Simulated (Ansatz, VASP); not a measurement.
# Mg2Si3N3 in VASP and in Ansatz

```
Mg Si N
1.0
     3.33500   -3.33500    0.00000
     3.33500    3.33500    0.00000
     0.00000    0.00000    4.72000
Mg Si N
2 3 3
Direct
  0.75000 0.25000 0.75000
  0.25000 0.75000 0.75000
  0.25000 0.25000 0.25000
  0.00000 0.00000 0.00000
  0.75000 0.75000 0.25000
  0.50000 0.50000 0.00000
  0.50000 0.00000 0.50000
  0.00000 0.50000 0.50000
```

Alike in both runs: task relaxation of cell and atoms; functional PBE; k mesh 4 × 4 × 4; occupations gaussian, width 0.2 eV; no spin polarisation.

|  | VASP | Ansatz |
| --- | --- | --- |
| version | VASP 6.6.1 | Ansatz 0.2.0 |
| potentials or method | VASP PAW PBE potentials, release 64 (Mg, Si, N), cutoff 600 eV | scalar-relativistic, plane waves, PAW |
| valence electrons in the cell | 31 | 47 |

|  | VASP | Ansatz | Ansatz less VASP |
| --- | --- | --- | --- |
| gap on the k mesh at the Fermi level, each at its own relaxed structure (eV) | none | none | - |
| relaxed volume (Å³/atom) | 13.98 | 14.04 | +0.059 |
| relaxed cell length with the largest relative difference (Å) | 5.549 | 5.568 | +0.0195 |

A gap of «none» marks a metal or a gap that the smearing closes. VASP's potentials hold 31 valence electrons a cell and Ansatz's 47, so a difference there can come from the potentials and not from the codes.
